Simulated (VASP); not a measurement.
# AlPO3 (R-3c) in VASP: single point with r2SCAN

Aim: the single point of AlPO3 with r2SCAN.

All numbers are computed with VASP 6.6.1; they aren't measurements. Logs are shortened: lines on timing, memory, paths and dates and some standing lists are left out, and cuts for length are marked.

**1. The cell of the first run**

Symmetry: R-3c, No. 167, trigonal system. The conventional cell has a = 5.123 Å, b = 5.123 Å, c = 12.589 Å, α = 90.00°, β = 90.00°, γ = 120.00°. Al (site symmetry 32) has 12 O at 2.44 to 2.69 Å and 8 P at 3.14 to 3.15 Å within 3.2 Å. Within 2.4 Å of P (site symmetry -3) lie 6 O at 1.82 Å. O (site symmetry 2) has 2 P at 1.82 Å within 2.4 Å.

**2. Single point, r2SCAN**

Input file POSCAR:

```
AlPO3
1.0
    2.5617191149      1.4790092205      4.1962143944
   -2.5617191149      1.4790092205      4.1962143944
    0.0000000000     -2.9580184411      4.1962143943
Al P O
2 2 6
Direct
    0.7500000000      0.7500000000      0.7500000000
    0.2500000000      0.2500000000      0.2500000000
    0.5000000000      0.5000000000      0.5000000000
    0.0000000000      0.0000000000      0.0000000000
    0.2255382349      0.2744617651      0.7500000000
    0.2744617651      0.7500000000      0.2255382349
    0.7744617651      0.7255382349      0.2500000000
    0.2500000000      0.7744617651      0.7255382349
    0.7255382349      0.2500000000      0.7744617651
    0.7500000000      0.2255382349      0.2744617651
```

Input file INCAR.step1:

```
SYSTEM = AlPO3
PREC = Accurate ; ENCUT = 520
ISMEAR = 0 ; SIGMA = 0.1
LREAL = .FALSE. ; LASPH = .TRUE.
NELM = 60 ; NBANDS = 37
GGA = PE ; ALGO = Normal
EDIFF = 1E-4 ; LWAVE = .TRUE.
LCHARG = .FALSE.
```

Input file INCAR.step2:

```
SYSTEM = AlPO3
PREC = Accurate ; ENCUT = 520
EDIFF = 1E-6 ; ISMEAR = 0
SIGMA = 0.1 ; LREAL = .FALSE.
LASPH = .TRUE. ; NELM = 60
ALGO = Normal ; ISIF = 2
LWAVE = .FALSE. ; LCHARG = .FALSE.
METAGGA = R2SCAN ; LMIXTAU = .TRUE.
NBANDS = 37 ; ISTART = 1
```

Input file KPOINTS:

```
regular mesh
0
G
  6 6 6
  0 0 0
```

Potentials or basis: VASP PAW PBE potentials, release 64 (Al, P, O).

The run is started by

```bash
> cat potpaw_PBE.64/Al/POTCAR potpaw_PBE.64/P/POTCAR potpaw_PBE.64/O/POTCAR > POTCAR
> cp INCAR.step1 INCAR
> mpirun -np 1 vasp_std > vasp.out
> cp INCAR.step2 INCAR
> mpirun -np 1 vasp_std > vasp.out
```

OUTCAR:

```text
SYSTEM = AlPO3
   PREC = Accurate
   ENCUT = 520
   EDIFF = 1E-6
   ISMEAR = 0
   LREAL = .FALSE.
   LASPH = .TRUE.
   NELM = 60
   ISIF = 2
   METAGGA = R2SCAN
   ISTART = 1

 ion  position               nearest neighbor table
   1  0.750  0.750  0.750-   6 2.44  10 2.44   5 2.44   7 2.57   7 2.57   8 2.57   9 2.57   9 2.57
                             8 2.57   4 3.14   3 3.14   4 3.14   3 3.14   4 3.14   3 3.14   3 3.15
   2  0.250  0.250  0.250-   8 2.44   9 2.44   7 2.44   5 2.57   5 2.57   6 2.57  10 2.57   6 2.57
                            10 2.57   3 3.14   4 3.14   3 3.14   4 3.14   3 3.14   4 3.14   3 3.15
   3  0.500  0.500  0.500-   5 1.82   7 1.82   6 1.82   9 1.82   8 1.82  10 1.82   2 3.14   1 3.14
                             2 3.14   2 3.14   1 3.14   1 3.14   2 3.15   1 3.15
   4  0.000  0.000  0.000-   5 1.82   7 1.82   8 1.82  10 1.82   9 1.82   6 1.82   1 3.14   2 3.14
                             1 3.14   1 3.14   2 3.14   2 3.14   2 3.15   1 3.15
   5  0.226  0.274  0.750-   3 1.82   4 1.82   1 2.44   2 2.57   2 2.57
   6  0.274  0.750  0.226-   3 1.82   4 1.82   1 2.44   2 2.57   2 2.57
   7  0.774  0.726  0.250-   3 1.82   4 1.82   2 2.44   1 2.57   1 2.57
   8  0.250  0.774  0.726-   4 1.82   3 1.82   2 2.44   1 2.57   1 2.57
   9  0.726  0.250  0.774-   3 1.82   4 1.82   2 2.44   1 2.57   1 2.57
  10  0.750  0.226  0.274-   4 1.82   3 1.82   1 2.44   2 2.57   2 2.57

  LATTYP: Found a trigonal (rhomboedric) cell.
 ALAT       =     5.1340128887
 COS(alpha) =     0.5020576046

  Lattice vectors:

 A1 = (   2.5617191149,   1.4790092205,   4.1962143944)
 A2 = (  -2.5617191149,   1.4790092205,   4.1962143944)
 A3 = (   0.0000000000,  -2.9580184411,   4.1962143943)

Analysis of symmetry for initial positions (statically):
=====================================================================
 Subroutine PRICEL returns:
 Original cell was already a primitive cell.

 Routine SETGRP: Setting up the symmetry group for a
 trigonal (rhombohedral) supercell.

 Subroutine GETGRP returns: Found 12 space group operations
 (whereof  6 operations were pure point group operations)
 out of a pool of 12 trial point group operations.

The static configuration has the point symmetry S_6 .
 The point group associated with its full space group is D_3d.

Analysis of symmetry for dynamics (positions and initial velocities):
=====================================================================
 Subroutine PRICEL returns:
 Original cell was already a primitive cell.

 Routine SETGRP: Setting up the symmetry group for a
 trigonal (rhombohedral) supercell.

 Subroutine GETGRP returns: Found 12 space group operations
 (whereof  6 operations were pure point group operations)
 out of a pool of 12 trial point group operations.

[... 125 lines left out ...]
   POTIM  = 0.5000    time-step for ionic-motion
   TEBEG  =    0.0;   TEEND  =   0.0 temperature during run
   PSTRESS=    0.0 pullay stress
   NELECT =      52.0000    total number of electrons
   NUPDOWN=      -1.0000    fix difference up-down
   EMIN   =  10.00;   EMAX   =-10.00  energy-range for DOS
   EFERMI =   0.00;   METHOD = LEGACY
   ISMEAR =     0;   SIGMA  =   0.10  broadening in eV -4-tet -1-fermi 0-gaus
   EFERMI_NEDOS =   21; number of points for ismear=-14 and -15
   IALGO  =     38    algorithm
   IMIX   =      4    mixing-type and parameters
     AMIX     =   0.40;   BMIX     =  1.00
     AMIX_MAG =   1.60;   BMIX_MAG =  1.00
  volume/ion in A,a.u.               =       9.54        64.37
  Fermi-wavevector in a.u.,A,eV,Ry     =   1.337331  2.527189 24.333389  1.788454
  Thomas-Fermi vector in A             =   2.465888
   LORBIT       =      0    0 simple, 1 ext, 2 COOP (PROOUT), +10 PAW based schemes
   METAGGA = R2SCAN    functional components
   LHFCALC =     F    Hartree Fock is set to
   AEXX    =    0.0000 exact exchange contribution
   IVDW    =     0    specifies the selected vdW correction
   LEPSILON=     F    determine dielectric tensor
   LRPA    =     F    only Hartree local field effects (RPA)
 non-spin polarized calculation
 Gauss-broadening in eV      SIGMA  =   0.10
  energy-cutoff  :      520.00
  volume of cell :       95.39
 maximum number of plane-waves:      2637
 NGX is ok and might be reduce to    40
   NGX = 19   NGY = 19   NGZ = 19

 number of electron      51.9999971 magnetization

 Free energy of the ion-electron system (eV)
  ---------------------------------------------------
  ext. energy  EPLUGINS =         0.00000000
  ---------------------------------------------------
  free energy    TOTEN  =       -76.16829791 eV

  energy without entropy =      -76.16314813  energy(sigma->0) =      -76.16572302

 E-fermi :   9.6123     XC(G=0): -12.1814

 val. band max:        9.5816903762   @ k =   0.3333   0.3333   0.0000
 cond. band min:       9.6417579387   @ k =   0.5000   0.5000   0.0000
 fundamental gap:      0.0600675625
 Fermi energy:         9.6122865523

 k-point     1 :       0.0000    0.0000    0.0000
  band No.  band energies     occupation
      1     -16.1160      2.00000
      2     -13.2334      2.00000
      3     -13.2334      2.00000
      4     -13.2303      2.00000
      5     -12.0414      2.00000
      6     -12.0414      2.00000
[... 949 lines left out ...]
     36      15.1285      0.00000
     37      15.7860      0.00000

 [... further k-points ...]
[... 5 lines left out ...]
  --------------------------------------------------------------------------------------
  -------------------------------------------------------------------------------------
  Total       -0.3841279     -0.3841279     -0.4564142     -0.0000000     -0.0000000      0.0000000
  in kB       -6.4517151     -6.4517151     -7.6658174     -0.0000000     -0.0000000      0.0000000
  external PRESSURE =      -6.8564158 kB  Pullay stress =       0.0000000 kB

 VOLUME and BASIS-vectors are now :
 -----------------------------------------------------------------------------
  energy-cutoff  :      520.00
  volume of cell :       95.39
      direct lattice vectors                 reciprocal lattice vectors
     2.561719115  1.479009221  4.196214394     0.195181430  0.112688051  0.079436678
    -2.561719115  1.479009221  4.196214394    -0.195181430  0.112688051  0.079436678
     0.000000000 -2.958018441  4.196214394     0.000000000 -0.225376102  0.079436678

 POSITION                                       TOTAL-FORCE (eV/Angst)
 -----------------------------------------------------------------------------------
      0.00000     -0.00000      9.44148         0.000000      0.000000     -0.000000
      0.00000     -0.00000      3.14716         0.000000     -0.000000     -0.000000
      0.00000     -0.00000      6.29432         0.000000     -0.000000     -0.000000
      0.00000      0.00000      0.00000         0.000000     -0.000000     -0.000000
     -0.12533     -1.47901      5.24527        -0.045311     -0.000000     -0.000000
     -1.21820      0.84804      5.24527         0.022656      0.039241      0.000000
      0.12533      1.47901      7.34338         0.045311     -0.000000      0.000000
     -1.34352     -0.63097      7.34338        -0.022656      0.039241      0.000000
      1.21820     -0.84804      7.34338        -0.022656     -0.039241     -0.000000
      1.34352      0.63097      5.24527         0.022656     -0.039241     -0.000000
 -----------------------------------------------------------------------------------
    total drift:                               -0.000000      0.000000      0.000000

  FREE ENERGIE OF THE ION-ELECTRON SYSTEM (eV)
  ---------------------------------------------------
  free  energy   TOTEN  =       -76.1682979143 eV

  energy  without entropy=      -76.1631481303  energy(sigma->0) =      -76.16572302
```

OUTCAR.step1:

```text
SYSTEM = AlPO3
   PREC = Accurate
   ENCUT = 520
   ISMEAR = 0
   LREAL = .FALSE.
   LASPH = .TRUE.
[... 1220 lines left out ...]
     -1.34352     -0.63097      7.34338        -0.022366      0.038738      0.000000
      1.21820     -0.84804      7.34338        -0.022366     -0.038738     -0.000000
      1.34352      0.63097      5.24527         0.022366     -0.038738     -0.000000
 -----------------------------------------------------------------------------------
    total drift:                               -0.000000      0.000000      0.000000

  FREE ENERGIE OF THE ION-ELECTRON SYSTEM (eV)
  ---------------------------------------------------
  free  energy   TOTEN  =       -56.9411798413 eV

  energy  without entropy=      -56.9359415981  energy(sigma->0) =      -56.93856072
```

Wall time 12 min (1 thread of Intel Xeon 8259CL, shared host); peak memory 0.3 GiB.

Results:

```yaml
Free_energy: -76.1683 eV
Pressure: -0.7 GPa
Largest_force: 0.045 eV/Å
Band_gap_on_the_k_mesh: zero (band 26 reaches 9.97 eV, above the bottom of band 27 at 7.31 eV)
```

Forces on the atoms (eV/Å):
```
Al   0.000  0.000  0.000
Al   0.000  0.000  0.000
P    0.000  0.000  0.000
P    0.000  0.000  0.000
O   -0.045  0.000  0.000
O    0.023  0.039  0.000
O    0.045  0.000  0.000
O   -0.023  0.039  0.000
O   -0.023 -0.039  0.000
O    0.023 -0.039  0.000
```

Levels at points of the mesh, in eV from the Fermi level:
```tsv
k point	band 22	band 23	band 24	band 25	band 26	band 27	band 28	band 29	band 30	band 31
(0.00, 0.00, 0.00)	-5.12	-3.72	-3.72	-3.44	-2.77	-2.31	2.43	2.43	2.50	6.42
(0.50, 0.00, 0.00)	-4.71	-4.48	-4.48	-1.32	-1.32	0.26	0.26	3.36	3.36	5.67
(0.50, 0.50, 0.00)	-5.13	-5.12	-3.83	0.03	0.18	0.52	2.47	3.23	3.76	3.78
(0.50, 0.50, 0.50)	-4.72	-4.72	-4.72	-1.09	-1.09	0.23	0.23	3.31	3.31	5.85
```

Caveat: the PAW data sets were made with another functional, which shifts forces and pressure a little.
